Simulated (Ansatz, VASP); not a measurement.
## Al in VASP and in Ansatz

Contents of INCAR:

```
SYSTEM = Al
PREC = Accurate
ENCUT = 520
EDIFF = 1E-7
ISMEAR = 0
SIGMA = 0.1
LREAL = .FALSE.
LASPH = .TRUE.
NELM = 100
ALGO = Normal
ISIF = 2
LWAVE = .FALSE.
LCHARG = .FALSE.
LDIPOL = .TRUE.
IDIPOL = 3
DIPOL = 0.5 0.5 0.500
GGA = PS
NBANDS = 22
```

The input KPOINTS:

```
regular mesh
0
G
  2 2 1
  0 0 0
```

The input POSCAR:

```
Al
1.0
    2.8394270062      0.0000000000      0.0000000000
    0.0000000000      4.0155561815      0.0000000000
    0.0000000000      0.0000000000     24.9379945217
Al
8
Direct
    0.5000000000      0.5000000000      0.3007459158
    0.0000000000      0.0000000000      0.3576756541
    0.5000000000      0.5000000000      0.4146053925
    0.0000000000      0.0000000000      0.4715351308
    0.5000000000      0.5000000000      0.5284648692
    0.0000000000      0.0000000000      0.5853946075
    0.5000000000      0.5000000000      0.6423243459
    0.0000000000      0.0000000000      0.6992540842
```

Input for Ansatz:

```yaml
crystal:
  lattice:
    - [2.8394270062, 0.0, 0.0]
    - [0.0, 4.0155561815, 0.0]
    - [0.0, 0.0, 24.9379945217]
  atoms:
    - { symbol: Al, position: [0.5, 0.5, 0.3007459158] }
    - { symbol: Al, position: [0.0, 0.0, 0.3576756541] }
    - { symbol: Al, position: [0.5, 0.5, 0.4146053925] }
    - { symbol: Al, position: [0.0, 0.0, 0.4715351308] }
    - { symbol: Al, position: [0.5, 0.5, 0.5284648692] }
    - { symbol: Al, position: [0.0, 0.0, 0.5853946075] }
    - { symbol: Al, position: [0.5, 0.5, 0.6423243459] }
    - { symbol: Al, position: [0.0, 0.0, 0.6992540842] }
basis:
  ecutwfc: 420
kpoints:
  mp_grid: { grid: [2, 2, 1] }
hamiltonian:
  xc: pbesol
scf:
  occupations: { method: gaussian, width: 0.1 }
output:
  forces: true
  stress: true
  eigenvalues: true
efield:
  axis: 3
  dipole_correction: true
  ramp_width: 0.04
```

Alike in both runs: task single point; functional PBEsol; k mesh 2 × 2 × 1; occupations gaussian, width 0.1 eV; no spin polarisation.

|  | VASP | Ansatz |
| --- | --- | --- |
| version | VASP 6.6.1 | Ansatz 0.2.0 |
| potentials or method | VASP PAW PBE potentials, release 64 (Al), cutoff 520 eV | scalar-relativistic, plane waves, PAW |
| valence electrons in the cell | 24 | 24 |

|  | VASP | Ansatz | Ansatz less VASP |
| --- | --- | --- | --- |
| gap on the k mesh at the Fermi level (eV) | none | none | - |
| rms of the force components (eV/Å) | 0.235 | 0.236 | +0.0010 |

VASP's potentials were made for PBE, not for PBEsol. Atom by atom the forces differ by 0.001 eV/Å (rms over components). A gap of «none» marks a metal or a gap that the smearing closes. The functional is the same, so the differences come from potentials, cutoffs and numerics.

The k mesh is coarse, so the values compare programs but aren't converged.
